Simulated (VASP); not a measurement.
Rh:

```xyz
2
Lattice="2.5505 0.0000 0.0000 -1.2752 2.2088 0.0000 0.0000 0.0000 4.1045" Properties=species:S:1:pos:R:3 pbc="T T T"
Rh    1.2752    0.7363    3.0783
Rh    0.0000    1.4725    1.0261
```

This isn't the form of Rh at room conditions, which is fcc.

Base run:

| Quantity | Value |
| --- | --- |
| Program | VASP 6.6.1 |
| Functional | PBE |
| Potentials or basis | VASP PAW PBE potentials, release 64 (Rh_pv) |
| Cutoff | 500 eV |
| k mesh | 21 × 21 × 12 |
| Occupations | gaussian, width 0.15 eV |
| Spin | collinear spin, ferromagnetic start |
| Starting moments | [0.75, 0.75] μB |
| Fixed moment | 1.5 μB |

Its results: pressure 89.6 GPa; site moments Rh +0.74 μB.

Task: The run is repeated on the same cell with these changes: fixed moment from 1.5 μB to 1.25 μB; moments at the start from [0.75, 0.75] to [0.62, 0.62]. What comes out?

Result: Pressure 87.9 GPa; site moments Rh +0.61 μB.

Caveats: the cell stands under pressure; the total moment is fixed, so each spin has its own Fermi level.
